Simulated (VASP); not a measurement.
# Au (P-1) in VASP: single point with PBEsol

Aim: the single point of Au with PBEsol.

Everything below comes from runs of VASP 6.6.1. Logs are shortened: lines on timing, memory, paths and dates and some standing lists are left out, and cuts for length are marked.

### Step 1. The cell of the first run

The typed cell holds 2 atoms: a = 2.905 Å, b = 2.945 Å, c = 4.969 Å, α = 89.95°, β = 91.42°, γ = 122.92°.

### Step 2. Single point, PBEsol (atoms moved at random and the cell strained at random)

The input, INCAR:

```
PREC     = Accurate       # precision mode
ENCUT    = 520            # plane-wave cutoff, eV
EDIFF    = 1E-6           # SCF threshold, eV
ISMEAR   = 0              # smearing method
SIGMA    = 0.1            # smearing width, eV
LREAL    = False          # projectors in reciprocal space
LASPH    = True           # aspherical terms in the spheres
NELM     = 60             # most SCF steps
ALGO     = Fast           # electronic algorithm
ISIF     = 2              # what is computed and relaxed
LWAVE    = False          # write WAVECAR
LCHARG   = False          # write CHGCAR
GGA      = PS             # functional
NBANDS   = 18             # bands
```

The input, KPOINTS:

```
regular mesh
0
Gamma
  12 12 6
```

The input, POSCAR:

```
Au
1.0
    1.3765904572     -2.5578416875     -0.0364534167
    1.4185444578      2.5810074350      0.0013541817
   -0.0608464880      0.0361901094      4.9685663764
Au
2
Direct
    0.6464970626      0.3230456515      0.2532787502
    0.3022856735      0.6592323313      0.7401851646
```

Potentials or basis: VASP PAW PBE potentials, release 64 (Au).

The run is started by

```console
$ cat potpaw_PBE.64/Au/POTCAR > POTCAR
$ mpirun -np 1 vasp_std > vasp.out
```

OUTCAR:

```text
PREC = Accurate
   ENCUT = 520
   EDIFF = 1E-6
   ISMEAR = 0
   LREAL = False
   LASPH = True
   NELM = 60
   ISIF = 2
   GGA = PS

 ion  position               nearest neighbor table
   1  0.646  0.323  0.253-   2 2.86   2 2.94   2 3.01   2 3.01   2 3.05   2 3.07
   2  0.302  0.659  0.740-   1 2.86   1 2.94   1 3.01   1 3.01   1 3.05   1 3.07

  LATTYP: Found a triclinic cell.
 ALAT       =     2.9049757721
 B/A-ratio  =     1.0138271785
 C/A-ratio  =     1.7105377509
 COS(alpha) =     0.0009444611
 COS(beta)  =     0.0247627116
 COS(gamma) =     0.5434007211

  Lattice vectors:

 A1 = (   1.3765904572,  -2.5578416875,  -0.0364534167)
 A2 = (  -1.4185444578,  -2.5810074350,  -0.0013541817)
 A3 = (   0.0608464880,  -0.0361901094,  -4.9685663764)

Analysis of symmetry for initial positions (statically):
=====================================================================
 Subroutine PRICEL returns:
 Original cell was already a primitive cell.

 Routine SETGRP: Setting up the symmetry group for a
 triclinic supercell.

 Subroutine GETGRP returns: Found  2 space group operations
 (whereof  1 operations were pure point group operations)
 out of a pool of  2 trial point group operations.

The static configuration has the point symmetry C_1 .
 The point group associated with its full space group is S_2 .

Analysis of symmetry for dynamics (positions and initial velocities):
=====================================================================
 Subroutine PRICEL returns:
 Original cell was already a primitive cell.

 Routine SETGRP: Setting up the symmetry group for a
 triclinic supercell.

 Subroutine GETGRP returns: Found  2 space group operations
 (whereof  1 operations were pure point group operations)
 out of a pool of  2 trial point group operations.

The dynamic configuration has the point symmetry C_1 .
 The point group associated with its full space group is S_2 .

 Subroutine INISYM returns: Found  2 space group operations
 (whereof  1 operations are pure point group operations),
 and found     1 'primitive' translations

----------------------------------------------------------------------------------------

                                     Primitive cell

  volume of cell :      35.6738

  direct lattice vectors                    reciprocal lattice vectors
     1.376590457 -2.557841687 -0.036453417     0.359475304 -0.197573863  0.005841329
     1.418544458  2.581007435  0.001354182     0.356213225  0.191666122  0.002966229
    -0.060846488  0.036190109  4.968566376     0.002540315 -0.001501800  0.201307348

  length of vectors
     2.904975772  2.945143391  4.969070724     0.410234136  0.404515220  0.201328977

  position of ions in fractional coordinates (direct lattice)
     0.646497063  0.323045652  0.253278750
     0.302285674  0.659232331  0.740185165

  ion indices of the primitive-cell ions
   primitive index   ion index
                 1           1
                 2           2

----------------------------------------------------------------------------------------

 KPOINTS: regular mesh

Automatic generation of k-mesh.
 Grid dimensions read from file:
 generate k-points for:   12   12    6

 Generating k-lattice:

  Cartesian coordinates                     Fractional coordinates (reciprocal lattice)
     0.029956275 -0.016464489  0.000486777     0.083333333  0.000000000 -0.000000000
     0.029684435  0.015972177  0.000247186     0.000000000  0.083333333  0.000000000
     0.000423386 -0.000250300  0.033551225     0.000000000  0.000000000  0.166666667

  Length of vectors
     0.034186178  0.033709602  0.033554829

  Shift w.r.t. Gamma in fractional coordinates (k-lattice)
     0.000000000  0.000000000  0.000000000

 Subroutine IBZKPT returns following result:
 ===========================================

 Found    436 irreducible k-points:

 Following reciprocal coordinates:
            Coordinates               Weight
  0.000000  0.000000  0.000000      1.000000
  0.083333 -0.000000 -0.000000      2.000000
  0.166667 -0.000000 -0.000000      2.000000
  0.250000 -0.000000 -0.000000      2.000000
  0.333333 -0.000000 -0.000000      2.000000
  0.416667 -0.000000 -0.000000      2.000000
[... 16 lines left out ...]
  0.250000  0.166667 -0.000000      2.000000
  0.333333  0.166667 -0.000000      2.000000
 [... further k-points ...]
   k-points           NKPTS =    436   k-points in BZ     NKDIM =    436   number of bands    NBANDS=     18
   number of dos      NEDOS =    301   number of ions     NIONS =      2
   total plane-waves  NPLWV =  23040
   dimension x,y,z NGX =    24 NGY =   24 NGZ =   40
   dimension x,y,z NGXF=    48 NGYF=   48 NGZF=   80
   ions per type =               2
   NGX,Y,Z   is equivalent  to a cutoff of  13.73, 13.55, 13.38 a.u.
   NGXF,Y,Z  is equivalent  to a cutoff of  27.47, 27.09, 26.76 a.u.
 SYSTEM =  unknown system
   PREC   = accura    normal or accurate (medium, high low for compatibility)
   ISTART =      0    job   : 0-new  1-cont  2-samecut
   ICHARG =      2    charge: 1-file 2-atom 10-const
   ISPIN  =      1    spin polarized calculation?
   LNONCOLLINEAR =      F non collinear calculations
   LSORBIT =      F    spin-orbit coupling
   LASPH  =      T    aspherical Exc in radial PAW
   ENCUT  =  520.0 eV  38.22 Ry    6.18 a.u.   5.40  5.48  9.24*2*pi/ulx,y,z
   NELM   =     60;   NELMIN=  2; NELMDL= -5     # of ELM steps
   EDIFF  = 0.1E-05   stopping-criterion for ELM
   LREAL  =      F    real-space projection
   EDIFFG = 0.1E-04   stopping-criterion for IOM
   NSW    =      0    number of steps for IOM
   IBRION =     -1    ionic relax: 0-MD 1-quasi-New 2-CG
   NFREE  =      0    steps in history (QN), initial steepest desc. (CG)
   ISIF   =      2    stress and relaxation
   ISYM   =      2    0-nonsym 1-usesym 2-fastsym
   POTIM  = 0.5000    time-step for ionic-motion
   TEBEG  =    0.0;   TEEND  =   0.0 temperature during run
   PSTRESS=    0.0 pullay stress
   NELECT =      22.0000    total number of electrons
   NUPDOWN=      -1.0000    fix difference up-down
   EMIN   =  10.00;   EMAX   =-10.00  energy-range for DOS
   EFERMI =   0.00;   METHOD = LEGACY
   ISMEAR =     0;   SIGMA  =   0.10  broadening in eV -4-tet -1-fermi 0-gaus
   EFERMI_NEDOS =   21; number of points for ismear=-14 and -15
   IALGO  =     68    algorithm
   IMIX   =      4    mixing-type and parameters
     AMIX     =   0.40;   BMIX     =  1.00
     AMIX_MAG =   1.60;   BMIX_MAG =  1.00
  volume/ion in A,a.u.               =      17.84       120.37
  Fermi-wavevector in a.u.,A,eV,Ry     =   1.393475  2.633286 26.419420  1.941773
  Thomas-Fermi vector in A             =   2.517117
   LORBIT       =      0    0 simple, 1 ext, 2 COOP (PROOUT), +10 PAW based schemes
   GGA     = PS    functional components
   LHFCALC =     F    Hartree Fock is set to
   AEXX    =    0.0000 exact exchange contribution
   IVDW    =     0    specifies the selected vdW correction
   LEPSILON=     F    determine dielectric tensor
   LRPA    =     F    only Hartree local field effects (RPA)
 non-spin polarized calculation
 RMM-DIIS sequential band-by-band and
 Gauss-broadening in eV      SIGMA  =   0.10
  energy-cutoff  :      520.00
  volume of cell :       35.67
 maximum number of plane-waves:       976
 NGX is ok and might be reduce to    24
   NGX = 11   NGY = 11   NGZ = 19

 number of electron      22.0000000 magnetization

 Free energy of the ion-electron system (eV)
  ---------------------------------------------------
  ext. energy  EPLUGINS =         0.00000000
  ---------------------------------------------------
  free energy    TOTEN  =        -7.76795103 eV

  energy without entropy =       -7.76466322  energy(sigma->0) =       -7.76630713

 E-fermi :   8.4819     XC(G=0): -12.6088

 val. band max:        8.4716329788   @ k =   0.1667   0.5000   0.3333
 cond. band min:       8.4882849477   @ k =  -0.3333   0.5000   0.3333
 fundamental gap:      0.0166519689
 Fermi energy:         8.4819389455

 k-point     1 :       0.0000    0.0000    0.0000
  band No.  band energies     occupation
      1      -0.9251      2.00000
      2       1.4041      2.00000
      3       3.7421      2.00000
      4       3.7857      2.00000
      5       4.0446      2.00000
      6       4.5608      2.00000
[... 10 lines left out ...]
     17      26.5615      0.00000
     18      27.5850      0.00000

 k-point     2 :       0.0833   -0.0000   -0.0000
  band No.  band energies     occupation
      1      -0.6945      2.00000
      2       1.6073      2.00000
      3       3.7558      2.00000
      4       3.9487      2.00000
      5       4.1539      2.00000
      6       4.5085      2.00000
[... 10 lines left out ...]
     17      25.6991      0.00000
     18      26.2457      0.00000

 k-point     3 :       0.1667   -0.0000   -0.0000
  band No.  band energies     occupation
      1      -0.0380      2.00000
      2       2.1333      2.00000
      3       3.7003      2.00000
      4       4.1896      2.00000
      5       4.3587      2.00000
      6       4.4400      2.00000
[... 10 lines left out ...]
     17      24.8049      0.00000
     18      25.9347      0.00000

 k-point     4 :       0.2500   -0.0000   -0.0000
  band No.  band energies     occupation
      1       0.8999      2.00000
      2       2.5500      2.00000
      3       3.5907      2.00000
      4       3.7489      2.00000
      5       4.0698      2.00000
      6       4.5914      2.00000
[... 375 lines left out ...]
      4       3.3610      2.00000
      5       4.0604      2.00000
      6       4.1398      2.00000
[... 10 lines left out ...]
     17      24.4925      0.00000
     18      24.9590      0.00000

 k-point    23 :       0.2500    0.1667   -0.0000
  band No.  band energies     occupation
      1       2.3072      2.00000
      2       2.8508      2.00000
      3       2.9510      2.00000
      4       3.5065      2.00000
      5       3.8958      2.00000
      6       4.3065      2.00000
[... 10 lines left out ...]
     17      22.3650      0.00000
     18      23.2884      0.00000

 k-point    24 :       0.3333    0.1667   -0.0000
  band No.  band energies     occupation
      1       2.5713      2.00000
      2       2.6075      2.00000
      3       2.7126      2.00000
      4       3.8407      2.00000
      5       4.1511      2.00000
      6       4.4594      2.00000
[... 10 lines left out ...]
     17      20.9298      0.00000
     18      22.3103      0.00000

 [... further k-points ...]

------------------------ aborting loop because EDIFF is reached ----------------------------------------

  FORCE on cell =-STRESS in cart. coord.  units (eV):
  Direction    XX          YY          ZZ          XY          YZ          ZX
  --------------------------------------------------------------------------------------
  -------------------------------------------------------------------------------------
  Total       -0.8998128     -1.5757507     -1.5547473      0.0271651     -0.1349106      0.1447907
  in kB      -40.4122558    -70.7698783    -69.8265791      1.2200369     -6.0590856      6.5028205
  external PRESSURE =     -60.3362377 kB  Pullay stress =       0.0000000 kB

 VOLUME and BASIS-vectors are now :
 -----------------------------------------------------------------------------
  energy-cutoff  :      520.00
  volume of cell :       35.67
      direct lattice vectors                 reciprocal lattice vectors
     1.376590457 -2.557841687 -0.036453417     0.359475304 -0.197573863  0.005841329
     1.418544458  2.581007435  0.001354182     0.356213225  0.191666122  0.002966229
    -0.060846488  0.036190109  4.968566376     0.002540315 -0.001501800  0.201307348

 POSITION                                       TOTAL-FORCE (eV/Angst)
 -----------------------------------------------------------------------------------
      1.33281     -0.81069      1.23530        -0.026145      0.032768     -0.364622
      1.30624      0.95507      3.66753         0.026145     -0.032768      0.364622
 -----------------------------------------------------------------------------------
    total drift:                                0.000003     -0.000002     -0.000016

  FREE ENERGIE OF THE ION-ELECTRON SYSTEM (eV)
  ---------------------------------------------------
  free  energy   TOTEN  =        -7.7679510342 eV

  energy  without entropy=       -7.7646632237  energy(sigma->0) =       -7.76630713
```

Run time: 3.9 min. Hardware: 1 thread of AMD EPYC 7R13 (Zen 3), shared host; peak memory 0.31 GiB.

What came out:

```
Free energy            : -7.7680 eV
Pressure               : -6.0 GPa
Largest force          : 0.367 eV/Å
Band gap on the k mesh : zero (band 11 reaches 12.20 eV, above the bottom of band 12 at 6.20 eV)
```

Forces on the atoms (eV/Å):
```
Au  -0.026  0.033 -0.365
Au   0.026 -0.033  0.365
```

Caveat: the cell differs from its parent crystal (atoms moved at random and the cell strained at random); the PAW data sets were made with another functional, which shifts forces and pressure a little; spin-orbit coupling is left out, which moves the levels of the heavy elements.
